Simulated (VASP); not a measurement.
# BaO: single point with PBE

Crystal: BaO.

```
Ba O
1.0
     5.57400    5.57400    5.57400
     5.57400   -5.57400   -5.57400
    -5.57400    5.57400   -5.57400
Ba O
16 16
Direct
  0.75000 0.00000 0.25000
  0.00000 0.00000 0.00000
  0.75000 0.75000 0.50000
  0.25000 0.00000 0.75000
  0.00000 0.75000 0.25000
  0.50000 0.00000 0.50000
  0.25000 0.75000 0.00000
  0.75000 0.50000 0.75000
  0.00000 0.50000 0.50000
  0.50000 0.75000 0.75000
  0.75000 0.25000 0.00000
  0.25000 0.50000 0.25000
  0.50000 0.50000 0.00000
  0.00000 0.25000 0.75000
  0.25000 0.25000 0.50000
  0.50000 0.25000 0.25000
  0.50000 0.75000 0.25000
  0.75000 0.75000 0.00000
  0.50000 0.50000 0.50000
  0.00000 0.75000 0.75000
  0.75000 0.50000 0.25000
  0.25000 0.75000 0.50000
  0.00000 0.50000 0.00000
  0.50000 0.25000 0.75000
  0.75000 0.25000 0.50000
  0.25000 0.50000 0.75000
  0.50000 0.00000 0.00000
  0.00000 0.25000 0.25000
  0.25000 0.25000 0.00000
  0.75000 0.00000 0.75000
  0.00000 0.00000 0.50000
  0.25000 0.00000 0.25000
```

```json
{
  "Program": "VASP 6.6.1",
  "Task": "single point",
  "Functional": "PBE",
  "Potentials or basis": "VASP PAW PBE potentials, release 64 (Ba_sv, O)",
  "Cutoff": "520 eV",
  "k mesh": "2 × 2 × 2, shifted",
  "Occupations": "gaussian, width 0.01 eV",
  "Spin": "no spin polarisation"
}
```

```json
{
 "Pressure": "1.5 GPa",
 "Band gap on the k mesh": "2.36 eV"
}
```

Levels at points of the mesh, in eV from the valence-band top:
```
           k point  band 125  band 126  band 127  band 128  band 129  band 130  band 131  band 132
(0.25, 0.25, 0.25)     -0.65     -0.65     -0.65     -0.65      3.72      3.72      3.72      3.72
```

It took 6.8 min on 1 thread of AMD EPYC 7R13 Processor (Zen 3), with other jobs on the host, peak memory 0.77 GiB.

Caveat: spin-orbit coupling is left out, which moves the levels of the heavy elements; a shifted mesh leaves out Γ, where band edges can lie. A k mesh can miss the band edges.
